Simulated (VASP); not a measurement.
Wanted: the native input for a VASP 6.6.1 run.

```yaml
Task: relaxation of cell and atoms
Functional: PBE
Potentials_or_basis: VASP PAW PBE potentials, release 64 (Ca_sv, B)
Cutoff: 600 eV
k_mesh: 4 × 4 × 4
Occupations: gaussian, width 0.1 eV
Spin: no spin polarisation
Dipole_correction: no
Further_INCAR_settings: ALGO = Normal; EDIFF = 1e-06; IBRION = 2; EDIFFG = -0.04; NSW = 90; ISIF = 3
```

The structure of CaB2 lies in POSCAR:

```
CaB2
1.0
    4.2730948393      0.0000000000      0.0000000000
    0.0000000000      4.2730948393      0.0000000000
    0.0000000000      0.0000000000      4.2730948393
Ca B
2 4
Direct
    0.0000000000      0.0000000000      0.0000000000
    0.5000000000      0.5000000000      0.5000000000
    0.2500000000      0.2500000000      0.2500000000
    0.2500000000      0.7500000000      0.7500000000
    0.7500000000      0.7500000000      0.2500000000
    0.7500000000      0.2500000000      0.7500000000
```

These files were run (other wordings do the same):

INCAR

```
  PREC = Accurate
  ENCUT = 600
  EDIFF = 1E-6
  ISMEAR = 0
  SIGMA = 0.1
  LREAL = False
  LASPH = True
  NELM = 60
  ALGO = Normal
  ISIF = 3
  LWAVE = False
  LCHARG = False
  GGA = PE
  IBRION = 2
  NSW = 90
  EDIFFG = -0.04
```

KPOINTS

```
Automatic mesh
0
Gamma
  4 4 4
```

Potentials or basis: VASP PAW PBE potentials, release 64 (Ca_sv, B).

Run with:

```sh
$ cat potpaw_PBE.64/Ca_sv/POTCAR potpaw_PBE.64/B/POTCAR > POTCAR
$ mpirun -np 1 vasp_std > vasp.out
```

Results of the run:

| Property | Result |
| --- | --- |
| Relaxed volume | 33.66 Å³/atom |
| Relaxed cell | a = 5.867 Å, b = 5.867 Å, c = 5.867 Å, α = 90.00°, β = 90.00°, γ = 90.00° |
| Space group after relaxing (to 0.05 Å) | Pn-3m (No. 224) |
| Energy gained by relaxing | 1905.4 meV/atom |
| Ionic steps | 5 |
| Pressure after relaxing | 0.0 GPa |
| Band gap on the k mesh | zero (band 16 reaches -0.51 eV, above the bottom of band 17 at -0.60 eV) |

Caveat: the k points lie up to 0.27 Å⁻¹ apart in the final cell; the volume moved by over 15 % at a fixed basis, so the end points are rough.

Wall time 48 s on 1 thread of Intel(R) Xeon(R) 6975P-C (Granite Rapids), with other jobs on the host, peak memory 0.21 GiB.
